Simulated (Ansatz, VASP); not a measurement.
**One calculation of ZrGa2Cl8, two programs**

```
Zr Ga Cl
1.0
     6.43909    0.00000    0.00000
     0.00000    6.43909    0.00000
     0.00000    0.00000    6.31353
Zr Ga Cl
1 2 8
Direct
  0.00000 0.00000 0.50000
  0.50000 0.00000 0.00000
  0.00000 0.50000 0.00000
  0.76056 0.23944 0.25635
  0.23944 0.76056 0.25635
  0.23944 0.23944 0.74365
  0.76056 0.76056 0.74365
  0.23944 0.76056 0.74365
  0.76056 0.23944 0.74365
  0.76056 0.76056 0.25635
  0.23944 0.23944 0.25635
```

Change from the starting cell: ordered mixture with vacancies on the cation sites of fluorite (P4/mmm, No. 123).

Alike in both runs: functional PBE; k mesh 6 × 6 × 6; occupations gaussian, width 0.1 eV; no spin polarisation.

Ansatz relaxed the structure, and its values are those at the end. VASP's run is a single point on that final structure, the one shown.

|  | VASP | Ansatz |
| --- | --- | --- |
| version | VASP 6.6.1 | Ansatz 0.2.0 |
| potentials or method | VASP PAW PBE potentials, release 64 (Zr_sv, Ga_d, Cl), cutoff 520 eV | scalar-relativistic, plane waves, PAW |
| valence electrons in the cell | 94 | 94 |

VASP gave:

| Quantity | Value |
| --- | --- |
| gap on the k mesh at the Fermi level (eV) | none |
| pressure (GPa) | -0.1 |
| rms of the force components (eV/Å) | 0.003 |

What did Ansatz give for the same quantities?

gap on the k mesh at the Fermi level (eV): none; pressure (GPa): 0.0; rms of the force components (eV/Å): 0.002.

A gap of «none» marks a metal or a gap that the smearing closes. With one functional, cell and mesh, what is left measures potentials, basis and numerics.
